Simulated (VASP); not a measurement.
Write the native input for VASP 6.6.1 that does the following.

- Task: single point
- Functional: PBEsol
- Potentials or basis: VASP PAW PBE potentials, release 64 (Hf_pv, O)
- Cutoff: 520 eV
- k mesh: 6 × 6 × 6
- Occupations: gaussian, width 0.01 eV
- Spin: no spin polarisation
- Dipole correction: no
- Further INCAR settings: ALGO = Normal; EDIFF = 1e-06; NBANDS = 31

The structure of HfO2 lies in POSCAR:

```
HfO2
1.0
    3.5670489357      0.0000000000      0.0000000000
    0.0000000000      3.5670489357      0.0000000000
    0.0000000000      0.0000000000      5.1659323253
Hf O
2 4
Direct
    0.5000000000      0.5000000000      0.5000000000
    0.0000000000      0.0000000000      0.0000000000
    0.0000000000      0.5000000000      0.7001030873
    0.5000000000      0.0000000000      0.7998969127
    0.5000000000      0.0000000000      0.2998969127
    0.0000000000      0.5000000000      0.2001030873
```

One way to write it, as run:

INCAR

```
SYSTEM = HfO2
  PREC = Accurate
  ENCUT = 520
  EDIFF = 1E-6
  ISMEAR = 0
  SIGMA = 0.01
  LREAL = .FALSE.
  LASPH = .TRUE.
  NELM = 80
  ALGO = Normal
  ISIF = 2
  LWAVE = .FALSE.
  LCHARG = .FALSE.
  GGA = PS
  NBANDS = 31
```

KPOINTS

```
regular mesh
0
G
  6 6 6
  0 0 0
```

Potentials or basis: VASP PAW PBE potentials, release 64 (Hf_pv, O).

Launch:

```sh
$ cat potpaw_PBE.64/Hf_pv/POTCAR potpaw_PBE.64/O/POTCAR > POTCAR
$ mpirun -np 1 vasp_std > vasp.out
```

Results of the run:

| Quantity | Value |
| --- | --- |
| Pressure | -3.3 GPa |
| Largest force | 0.029 eV/Å |
| Band gap on the k mesh | 4.57 eV (least direct gap 4.65 eV) |

Caveat: the cell stands under tension; the PAW data sets were made with another functional, which shifts forces and pressure a little; spin-orbit coupling is left out, which moves the levels of the heavy elements.

Wall time 40 s on 1 thread of AMD EPYC 9R45 (Zen 5), on a shared host, peak memory 0.18 GiB.
